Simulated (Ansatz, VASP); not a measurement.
# One calculation of Ti, two programs

```xyz
2
Lattice="2.8214 0.0000 0.0000 -1.4107 2.4434 0.0000 0.0000 0.0000 4.4693" Properties=species:S:1:pos:R:3 pbc="T T T"
Ti    0.0000    1.6290    1.1173
Ti    1.4107    0.8145    3.3520
```

Alike in both runs: task single point; functional PBEsol; k mesh 20 × 20 × 11; occupations fermi-dirac, width 0.1 eV; no spin polarisation.

```csv
,VASP,Ansatz
version,VASP 6.6.1,Ansatz 0.2.0
potentials or method,"VASP PAW PBE potentials, release 64 (Ti_sv), cutoff 520 eV","plane waves (420 eV) with PAW, scalar-relativistic"
valence electrons in the cell,24,24
```

```csv
,VASP,Ansatz,Ansatz less VASP
pressure (GPa),11.0,11.4,+0.46
"traceless stress, the component that is largest in VASP (GPa)",0.18,0.17,-0.009
```

VASP's potentials were made for PBE, not for PBEsol, and Ansatz warns of the same on its side.
